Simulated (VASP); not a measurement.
Input of a VASP 6.6.1 run:

The input INCAR:

```
  PREC = Accurate
  ENCUT = 520
  EDIFF = 1E-7
  ISMEAR = -1
  SIGMA = 0.05
  LREAL = F
  LASPH = T
  NELM = 80
  ALGO = Normal
  ISIF = 2
  LWAVE = F
  LCHARG = T
  GGA = PS
  LELF = T
  LVHAR = T
  NBANDS = 33
```

The input KPOINTS:

```
regular mesh
0
Gamma
  5 5 8
```

File POSCAR:

```
TaN
1.0
    5.2811954700      0.0000000000      0.0000000000
   -2.6405977350      4.5736494413      0.0000000000
    0.0000000000      0.0000000000      2.9587297947
Ta N
3 3
Direct
    0.3333333333      0.6666666667      0.5000000000
    0.6666666667      0.3333333333      0.5000000000
    0.0000000000      0.0000000000      0.0000000000
    0.3928500000      0.0000000000      0.0000000000
    0.6071500000      0.6071500000      0.0000000000
    0.0000000000      0.3928500000      0.0000000000
```

Potentials or basis: VASP PAW PBE potentials, release 64 (Ta_pv, N).

The run is started by

```console
$ cat potpaw_PBE.64/Ta_pv/POTCAR potpaw_PBE.64/N/POTCAR > POTCAR
$ mpirun -np 1 vasp_std > vasp.out
```

**Question.** What does it give for the band gap on the k mesh?

**Answer.** Zero (band 24 reaches 9.44 eV, above the bottom of band 25 at 6.48 eV).

**Question.** Predict the largest force.

**Answer.** 0.205 eV/Å.

Forces on the atoms (eV/Å):
```
Ta   0.000  0.000  0.000
Ta   0.000  0.000  0.000
Ta   0.000  0.000  0.000
N   -0.205  0.000  0.000
N    0.103  0.178  0.000
N    0.103 -0.178  0.000
```

Caveat: the PAW data sets were made with another functional, which shifts forces and pressure a little; spin-orbit coupling is left out, which moves the levels of the heavy elements.
